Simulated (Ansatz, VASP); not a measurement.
# Two plane-wave programs on In3SbAs2

```xyz
6
Lattice="4.4278 0.0000 0.0000 -2.2139 3.8346 0.0000 0.0000 0.0000 10.8567" Properties=species:S:1:pos:R:3 pbc="T T T"
As    0.0000    0.0000    0.0762
As    0.0000    2.5564    3.5539
Sb    2.2139    1.2782    7.2178
In    0.0000    2.5564    0.9016
In    2.2139    1.2782    4.3837
In    0.0000    0.0000    8.2944
```

Alike in both runs: task single point; functional r2SCAN; k mesh 6 × 6 × 2; occupations fermi-dirac, width 0.02 eV; no spin polarisation.

|  | VASP | Ansatz |
| --- | --- | --- |
| version | VASP 6.6.1 | Ansatz 0.2.0 |
| potentials or method | VASP PAW PBE potentials, release 64 (As, Sb, In_d) | plane waves, PAW |
| plane-wave cutoff (eV) | 520 | 500 |
| valence electrons in the cell | 54 | 84 |

|  | VASP | Ansatz | Ansatz less VASP |
| --- | --- | --- | --- |
| pressure (GPa) | 0.0 | 0.0 | 0.00 |

VASP's potentials were made for PBE, not for r2SCAN. VASP's potentials hold 54 valence electrons a cell and Ansatz's 84, so a difference there can come from the potentials and not from the codes.

Neither program's run includes spin-orbit coupling.
